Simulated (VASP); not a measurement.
# AlN in VASP: single point with PBE

Aim: the single point of AlN with PBE.

Program: VASP 6.6.1. These are calculated values, not measurements. Logs are shortened: lines on timing, memory, paths and dates and some standing lists are left out, and cuts for length are marked.

**1. The cell of the first run**

The cell holds a wire or tube with vacuum around it, 12 atoms: a = 13.700 Å, b = 17.000 Å, c = 3.114 Å, α = 90.00°, β = 90.00°, γ = 90.00°.

**2. Single point, PBE, collinear spin, ferromagnetic start**

File INCAR:

```
  PREC = Accurate
  ENCUT = 520
  EDIFF = 1E-7
  ISMEAR = 0
  SIGMA = 0.05
  LREAL = False
  LASPH = True
  NELM = 150
  ALGO = Normal
  ISIF = 2
  LWAVE = False
  LCHARG = True
  ISPIN = 2
  MAGMOM = 0.3 0.3 0.3 0.3 0.3 0.3 0.3 0.3 0.3 0.3 0.3 0.3
  LORBIT = 11
  GGA = PE
  LELF = True
  LVHAR = True
  NBANDS = 40
```

File KPOINTS:

```
regular mesh
0
Gamma
  1 1 11
```

File POSCAR:

```
AlN
1.0
   13.7000000000      0.0000000000      0.0000000000
    0.0000000000     17.0000000000      0.0000000000
    0.0000000000      0.0000000000      3.1135143358
Al N
6 6
Direct
    0.5568159550      0.7266339662      0.0000000000
    0.5568159550      0.4676237191      0.0000000000
    0.4431840450      0.5971288427      0.5000000000
    0.4431840450      0.3381185956      0.5000000000
    0.6704478651      0.5971288427      0.5000000000
    0.3295521349      0.4676237191      1.0000000000
    0.5568159550      0.6618814044      0.5000000000
    0.5568159550      0.4028711573      0.5000000000
    0.6704478651      0.5323762809      0.0000000000
    0.4431840450      0.5323762809      1.0000000000
    0.4431840450      0.2733660338      1.0000000000
    0.3295521349      0.4028711573      0.5000000000
```

Potentials or basis: VASP PAW PBE potentials, release 64 (Al, N).

Started as:

```
$ cat potpaw_PBE.64/Al/POTCAR potpaw_PBE.64/N/POTCAR > POTCAR
$ mpirun -np 1 vasp_std > vasp.out
```

OUTCAR:

```text
PREC = Accurate
   ENCUT = 520
   EDIFF = 1E-7
   ISMEAR = 0
   LREAL = False
   LASPH = True
   NELM = 150
   ISIF = 2
   ISPIN = 2
   LORBIT = 11
   GGA = PE

 ion  position               nearest neighbor table
   1  0.557  0.727  0.000-   7 1.91   7 1.91   3 3.11   3 3.11   5 3.11   5 3.11
   2  0.557  0.468  0.000-  10 1.91   8 1.91   8 1.91   9 1.91   4 3.11   4 3.11   6 3.11   3 3.11
                             3 3.11   5 3.11   5 3.11
   3  0.443  0.597  0.500-   7 1.91  10 1.91  10 1.91   1 3.11   1 3.11   5 3.11   2 3.11   2 3.11
                             6 3.11   6 3.11
   4  0.443  0.338  0.500-   8 1.91  12 1.91  11 1.91  11 1.91   2 3.11   2 3.11   6 3.11   6 3.11

   5  0.670  0.597  0.500-   7 1.91   9 1.91   9 1.91   3 3.11   1 3.11   1 3.11   2 3.11   2 3.11

   6  0.330  0.468  0.000-  12 1.91  12 1.91  10 1.91   2 3.11   4 3.11   4 3.11   3 3.11   3 3.11

   7  0.557  0.662  0.500-   3 1.91   5 1.91   1 1.91   1 1.91
   8  0.557  0.403  0.500-   4 1.91   2 1.91   2 1.91
   9  0.670  0.532  0.000-   5 1.91   5 1.91   2 1.91
  10  0.443  0.532  0.000-   2 1.91   3 1.91   3 1.91   6 1.91
  11  0.443  0.273  0.000-   4 1.91   4 1.91
  12  0.330  0.403  0.500-   4 1.91   6 1.91   6 1.91

  LATTYP: Found a simple orthorhombic cell.
 ALAT       =     3.1135143358
 B/A-ratio  =     4.4001724490
 C/A-ratio  =     5.4600680024

  Lattice vectors:

 A1 = (   0.0000000000,   0.0000000000,   3.1135143358)
 A2 = (  13.7000000000,   0.0000000000,   0.0000000000)
 A3 = (   0.0000000000,  17.0000000000,   0.0000000000)

Analysis of symmetry for initial positions (statically):
=====================================================================
 Subroutine PRICEL returns:
 Original cell was already a primitive cell.

 Routine SETGRP: Setting up the symmetry group for a
 simple orthorhombic supercell.

 Subroutine GETGRP returns: Found  2 space group operations
 (whereof  2 operations were pure point group operations)
 out of a pool of  8 trial point group operations.

The static configuration has the point symmetry C_1h.

Analysis of symmetry for dynamics (positions and initial velocities):
=====================================================================
 Subroutine PRICEL returns:
 Original cell was already a primitive cell.

 Routine SETGRP: Setting up the symmetry group for a
 simple orthorhombic supercell.

 Subroutine GETGRP returns: Found  2 space group operations
 (whereof  2 operations were pure point group operations)
 out of a pool of  8 trial point group operations.

The dynamic configuration has the point symmetry C_1h.

Analysis of structural, dynamic, and magnetic symmetry:
=====================================================================
 Subroutine PRICEL returns:
 Original cell was already a primitive cell.

 Routine SETGRP: Setting up the symmetry group for a
 simple orthorhombic supercell.

 Subroutine GETGRP returns: Found  2 space group operations
 (whereof  2 operations were pure point group operations)
 out of a pool of  8 trial point group operations.

The overall configuration has the point symmetry C_1h.

 Subroutine INISYM returns: Found  2 space group operations
 (whereof  2 operations are pure point group operations),
 and found     1 'primitive' translations

----------------------------------------------------------------------------------------

                                     Primitive cell

  volume of cell :     725.1375

  direct lattice vectors                    reciprocal lattice vectors
    13.700000000  0.000000000  0.000000000     0.072992701  0.000000000  0.000000000
     0.000000000 17.000000000  0.000000000     0.000000000  0.058823529  0.000000000
     0.000000000  0.000000000  3.113514336     0.000000000  0.000000000  0.321180471

  length of vectors
    13.700000000 17.000000000  3.113514336     0.072992701  0.058823529  0.321180471

  position of ions in fractional coordinates (direct lattice)
     0.556815955  0.726633966  0.000000000
     0.556815955  0.467623719  0.000000000
     0.443184045  0.597128843  0.500000000
     0.443184045  0.338118596  0.500000000
     0.670447865  0.597128843  0.500000000
[... 73 lines left out ...]
   ENCUT  =  520.0 eV  38.22 Ry    6.18 a.u.  25.47 31.61  5.79*2*pi/ulx,y,z
   NELM   =    150;   NELMIN=  2; NELMDL= -5     # of ELM steps
   EDIFF  = 0.1E-06   stopping-criterion for ELM
   LREAL  =      F    real-space projection
   EDIFFG = 0.1E-05   stopping-criterion for IOM
   NSW    =      0    number of steps for IOM
   IBRION =     -1    ionic relax: 0-MD 1-quasi-New 2-CG
   NFREE  =      0    steps in history (QN), initial steepest desc. (CG)
   ISIF   =      2    stress and relaxation
   ISYM   =      2    0-nonsym 1-usesym 2-fastsym
   POTIM  = 0.5000    time-step for ionic-motion
   TEBEG  =    0.0;   TEEND  =   0.0 temperature during run
   PSTRESS=    0.0 pullay stress
   NELECT =      48.0000    total number of electrons
   NUPDOWN=      -1.0000    fix difference up-down
   EMIN   =  10.00;   EMAX   =-10.00  energy-range for DOS
   EFERMI =   0.00;   METHOD = LEGACY
   ISMEAR =     0;   SIGMA  =   0.05  broadening in eV -4-tet -1-fermi 0-gaus
   EFERMI_NEDOS =   21; number of points for ismear=-14 and -15
   IALGO  =     38    algorithm
   IMIX   =      4    mixing-type and parameters
     AMIX     =   0.40;   BMIX     =  1.00
     AMIX_MAG =   1.60;   BMIX_MAG =  1.00
  volume/ion in A,a.u.               =      60.43       407.79
  Fermi-wavevector in a.u.,A,eV,Ry     =   0.662240  1.251451  5.966988  0.438561
  Thomas-Fermi vector in A             =   1.735248
   LORBIT       =     11    0 simple, 1 ext, 2 COOP (PROOUT), +10 PAW based schemes
   GGA     = PE    functional components
   LHFCALC =     F    Hartree Fock is set to
   AEXX    =    0.0000 exact exchange contribution
   IVDW    =     0    specifies the selected vdW correction
   LEPSILON=     F    determine dielectric tensor
   LRPA    =     F    only Hartree local field effects (RPA)
 spin polarized calculation
 Gauss-broadening in eV      SIGMA  =   0.05
  energy-cutoff  :      520.00
  volume of cell :      725.14
 maximum number of plane-waves:     19584
 NGX is ok and might be reduce to   108
   NGX = 51   NGY = 63   NGZ = 11

 number of electron      47.9999997 magnetization       2.5948519

 Free energy of the ion-electron system (eV)
  ---------------------------------------------------
  ext. energy  EPLUGINS =         0.00000000
  ---------------------------------------------------
  free energy    TOTEN  =       -73.08160617 eV

  energy without entropy =      -73.07173534  energy(sigma->0) =      -73.07667076

 E-fermi :  -2.8317     XC(G=0):  -3.0844

 val. band max:       -2.8461062682   @ k =   0.0000   0.0000   0.4545
 cond. band min:      -2.8239832877   @ k =   0.0000   0.0000   0.3636
 fundamental gap:      0.0221229805
 Fermi energy:        -2.8316921648

 spin component 1

 k-point     1 :       0.0000    0.0000    0.0000
  band No.  band energies     occupation
      1     -19.2783      1.00000
      2     -18.5126      1.00000
      3     -17.0866      1.00000
      4     -16.5804      1.00000
      5     -16.2309      1.00000
      6     -15.9385      1.00000
[... 223 lines left out ...]
     35       2.9402      0.00000
     36       3.4308      0.00000
 Fermi energy:        -2.8316921648

 spin component 2

 k-point     1 :       0.0000    0.0000    0.0000
  band No.  band energies     occupation
      1     -19.2219      1.00000
      2     -18.4181      1.00000
      3     -16.5528      1.00000
      4     -16.4443      1.00000
      5     -15.6719      1.00000
      6     -14.6213      1.00000
[... 223 lines left out ...]
     35       3.0885      0.00000
     36       3.6054      0.00000
 [bands above 36 left out]

------------------------ aborting loop because EDIFF is reached ----------------------------------------

  FORCE on cell =-STRESS in cart. coord.  units (eV):
  Direction    XX          YY          ZZ          XY          YZ          ZX
  --------------------------------------------------------------------------------------
  -------------------------------------------------------------------------------------
  Total       -1.7742365     -6.5254961     -4.2984736     -0.7836051      0.0000000      0.0000000
  in kB       -3.9201415    -14.4179582     -9.4973946     -1.7313604      0.0000000      0.0000000
  external PRESSURE =      -9.2784981 kB  Pullay stress =       0.0000000 kB

 VOLUME and BASIS-vectors are now :
 -----------------------------------------------------------------------------
  energy-cutoff  :      520.00
  volume of cell :      725.14
      direct lattice vectors                 reciprocal lattice vectors
    13.700000000  0.000000000  0.000000000     0.072992701  0.000000000  0.000000000
     0.000000000 17.000000000  0.000000000     0.000000000  0.058823529  0.000000000
     0.000000000  0.000000000  3.113514336     0.000000000  0.000000000  0.321180471

 POSITION                                       TOTAL-FORCE (eV/Angst)
 -----------------------------------------------------------------------------------
      7.62838     12.35278      0.00000         0.013837      0.237635      0.000000
      7.62838      7.94960      0.00000         2.066227     -1.987479      0.000000
      6.07162     10.15119      1.55676         0.714293     -1.208935      0.000000
      6.07162      5.74802      1.55676         0.335105     -1.260891      0.000000
      9.18514     10.15119      1.55676        -0.702374     -3.916763      0.000000
      4.51486      7.94960      0.00000         1.112953     -3.277118      0.000000
      7.62838     11.25198      1.55676        -0.316765      1.255234      0.000000
      7.62838      6.84881      1.55676        -1.487342      1.173148      0.000000
      9.18514      9.05040      0.00000         0.363910      3.031329      0.000000
      6.07162      9.05040      0.00000        -1.636526      1.994545      0.000000
      6.07162      4.64722      0.00000        -0.076563      1.318368      0.000000
      4.51486      6.84881      1.55676        -0.386755      2.640927      0.000000
 -----------------------------------------------------------------------------------
    total drift:                                0.000092     -0.000608     -0.000000

  FREE ENERGIE OF THE ION-ELECTRON SYSTEM (eV)
  ---------------------------------------------------
  free  energy   TOTEN  =       -73.0816061740 eV

  energy  without entropy=      -73.0717353400  energy(sigma->0) =      -73.07667076

 total charge

# of ion       s       p       d       tot
------------------------------------------
    1        0.444   0.306   0.000   0.750
    2        0.370   0.418   0.000   0.788
    3        0.390   0.376   0.000   0.766
    4        0.373   0.418   0.000   0.792
    5        0.399   0.370   0.000   0.769
    6        0.393   0.371   0.000   0.764
    7        1.262   2.567   0.000   3.829
    8        1.257   2.436   0.000   3.692
    9        1.254   2.442   0.000   3.696
   10        1.250   2.571   0.000   3.821
   11        1.291   2.255   0.000   3.547
   12        1.255   2.438   0.000   3.692
--------------------------------------------------
tot          9.937  16.968   0.000  26.905

 magnetization (x)

# of ion       s       p       d       tot
------------------------------------------
    1        0.015   0.014   0.000   0.029
    2       -0.001   0.004   0.000   0.003
    3        0.012   0.025   0.000   0.037
    4       -0.010   0.003   0.000  -0.007
    5        0.000   0.002   0.000   0.002
    6       -0.004  -0.005   0.000  -0.009
    7        0.001   0.021   0.000   0.022
    8        0.014   0.321   0.000   0.335
    9       -0.000   0.005   0.000   0.005
   10        0.002   0.061   0.000   0.063
   11        0.033   0.882   0.000   0.915
   12        0.005   0.137   0.000   0.142
--------------------------------------------------
tot          0.068   1.469   0.000   1.537
```

Wall time 37 min (1 thread of Intel Xeon 8259CL, shared host); peak memory 1.1 GiB.

Results:

| Property | Result |
| --- | --- |
| Free energy | -73.0816 eV |
| Largest force | 3.979 eV/Å |
| Net moment | 2.59 μB per cell |
| Site moments | Al +0.03, +0.00, +0.04, -0.01 (each value once); N +0.02, +0.34, +0.01, +0.06, +0.92, +0.14 μB |
| Valence electrons inside the program's atomic spheres | Al 0.75, 0.79, 0.77, 0.76 (each value once); N 3.83, 3.69, 3.70, 3.82, 3.55 (each value once) |

Forces on the atoms (eV/Å):
```
Al   0.014  0.238  0.000
Al   2.066 -1.987  0.000
Al   0.714 -1.209  0.000
Al   0.335 -1.261  0.000
Al  -0.702 -3.917  0.000
Al   1.113 -3.277  0.000
N   -0.317  1.255  0.000
N   -1.487  1.173  0.000
N    0.364  3.031  0.000
N   -1.637  1.995  0.000
N   -0.077  1.318  0.000
N   -0.387  2.641  0.000
```
